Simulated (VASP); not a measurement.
Input of a VASP 6.6.1 run:

INCAR

```
  PREC = Accurate
  ENCUT = 520
  EDIFF = 1E-7
  ISMEAR = 0
  SIGMA = 0.1
  LREAL = F
  LASPH = T
  NELM = 100
  ALGO = Normal
  ISIF = 2
  LWAVE = F
  LCHARG = T
  GGA = PE
  LELF = T
  LVHAR = T
  NBANDS = 24
```

Contents of KPOINTS:

```
Automatic mesh
0
Gamma
  15 15 15
```

POSCAR

```
CoPtO2
1.0
    1.4122699170      0.8153744170      5.9393891090
   -1.4122699170      0.8153744170      5.9393891090
    0.0000000000     -1.6307488340      5.9393891090
Co Pt O
1 1 2
Direct
    0.5000000000      0.5000000000      0.5000000000
    0.0000000000      0.0000000000      0.0000000000
    0.8877559700      0.8877559700      0.8877559700
    0.1122440300      0.1122440300      0.1122440300
```

Potentials or basis: VASP PAW PBE potentials, release 64 (Co, Pt, O).

Run with:

```bash
$ cat potpaw_PBE.64/Co/POTCAR potpaw_PBE.64/Pt/POTCAR potpaw_PBE.64/O/POTCAR > POTCAR
$ mpirun -np 1 vasp_std > vasp.out
```

(1) Estimate the largest force.

(2) Predict the pressure.

(3) Predict the band gap on the k mesh.

## Answers

(1) 0.077 eV/Å.

(2) 6.2 GPa.

(3) zero (an odd number of electrons rules out a gap without spin polarisation).

Caveat: the cell stands under pressure; spin-orbit coupling is left out, which moves the levels of the heavy elements; an odd number of electrons without spin polarisation forces a metal; a magnetic or distorted state may lie lower; the run has no spin polarisation, though such a crystal can be magnetic; semilocal functionals often make such compounds metallic where correlation or magnetic order opens a gap, which also shifts bond lengths.
